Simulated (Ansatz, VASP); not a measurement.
# Sc4SiN: VASP beside Ansatz

The input INCAR:

```
PREC = Accurate ; ENCUT = 520
EDIFF = 1E-7 ; ISMEAR = 0
SIGMA = 0.1 ; LREAL = False
LASPH = True ; NELM = 80
ALGO = Normal ; ISIF = 2
LWAVE = False ; LCHARG = True
GGA = PE ; LELF = True
LVHAR = True ; NBANDS = 36
```

KPOINTS

```
Automatic mesh
0
Gamma
  6 6 2
```

Contents of POSCAR:

```
Sc4SiN
1.0
    3.0911352000      0.0000000000      0.0000000000
    0.0000000000      3.0911352000      0.0000000000
    0.0000000000      0.0000000000     10.8109279300
Sc Si N
4 1 1
Direct
    0.5000000000      0.5000000000      0.1703388400
    0.0000000000      0.0000000000      0.6526067300
    0.0000000000      0.0000000000      0.3473932700
    0.5000000000      0.5000000000      0.8296611600
    0.5000000000      0.5000000000      0.5000000000
    0.0000000000      0.0000000000      0.0000000000
```

Input for Ansatz:

```yaml
crystal:
  lattice:
    - [3.0911352, 0.0, 0.0]
    - [0.0, 3.0911352, 0.0]
    - [0.0, 0.0, 10.81092793]
  atoms:
    - { symbol: Sc, position: [0.5, 0.5, 0.17033884] }
    - { symbol: Sc, position: [0.0, 0.0, 0.65260673] }
    - { symbol: Sc, position: [0.0, 0.0, 0.34739327] }
    - { symbol: Sc, position: [0.5, 0.5, 0.82966116] }
    - { symbol: Si, position: [0.5, 0.5, 0.5] }
    - { symbol: "N", position: [0.0, 0.0, 0.0] }
basis:
  ecutwfc: 420
kpoints:
  mp_grid: { grid: [6, 6, 2] }
hamiltonian:
  xc: pbe
scf:
  occupations: { method: gaussian, width: 0.1 }
  lower_state_search: "off"
output:
  forces: true
  stress: true
  eigenvalues: true
```

Change from the starting cell: species swapped into the Hf4AgPd type (P4/mmm, No. 123).

Alike in both runs: task single point; functional PBE; k mesh 6 × 6 × 2; occupations gaussian, width 0.1 eV; no spin polarisation.

|  | VASP | Ansatz |
| --- | --- | --- |
| version | VASP 6.6.1 | Ansatz 0.2.0 |
| potentials or method | VASP PAW PBE potentials, release 64 (Sc_sv, Si, N), cutoff 520 eV | scalar-relativistic, plane waves, PAW |
| valence electrons in the cell | 53 | 53 |

```tsv
	VASP	Ansatz	Ansatz less VASP
gap on the k mesh at the Fermi level (eV)	none	none	-
pressure (GPa)	6.3	6.1	-0.15
traceless stress, the component that is largest in VASP (GPa)	-4.04	-4.06	-0.022
rms of the force components (eV/Å)	1.540	1.538	-0.0021
```

Atom by atom the forces differ by 0.003 eV/Å (rms over components). A gap of «none» marks a metal or a gap that the smearing closes. With one functional, cell and mesh, what is left measures potentials, basis and numerics.
